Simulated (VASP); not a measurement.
A run of VASP 6.6.1 is set up as follows.

File INCAR:

```
SYSTEM = SnTe
  ALGO = Normal
  EDIFF = 1E-6
  ENCUT = 520
  GGA = PE
  ISIF = 2
  ISMEAR = 0
  LASPH = .TRUE.
  LCHARG = .FALSE.
  LREAL = .FALSE.
  LWAVE = .FALSE.
  NBANDS = 28
  NELM = 80
  PREC = Accurate
  SIGMA = 0.02
```

File KPOINTS:

```
k-points
0
G
  6 6 4
  0 0 0
```

Contents of POSCAR:

```
SnTe
1.0
    4.2084499465      0.0000000000      0.0000000000
   -2.1042249732      3.6446245642      0.0000000000
    0.0000000000      0.0000000000     11.9941138704
Sn Te
2 2
Direct
    0.0000000000      0.0000000000      0.8139610528
    0.0000000000      0.0000000000      0.1860389472
    0.3333333333      0.6666666667      0.6744355897
    0.6666666667      0.3333333333      0.3255644103
```

Potentials or basis: VASP PAW PBE potentials, release 64 (Sn_d, Te).

The run is started by

```console
$ cat potpaw_PBE.64/Sn_d/POTCAR potpaw_PBE.64/Te/POTCAR > POTCAR
$ mpirun -np 1 vasp_std > vasp.out
```

**Question.** Estimate the largest force.

**Answer.** 0.034 eV/Å.

**Question.** Predict the band gap on the k mesh.

**Answer.** 0.95 eV (least direct gap 1.12 eV).

Stress tensor (GPa, compression positive):
```
0.01 0.00 0.00
0.00 0.01 0.00
0.00 0.00 0.09
```

Caveat: spin-orbit coupling is left out, which moves the levels of the heavy elements. A k mesh can miss the band edges.
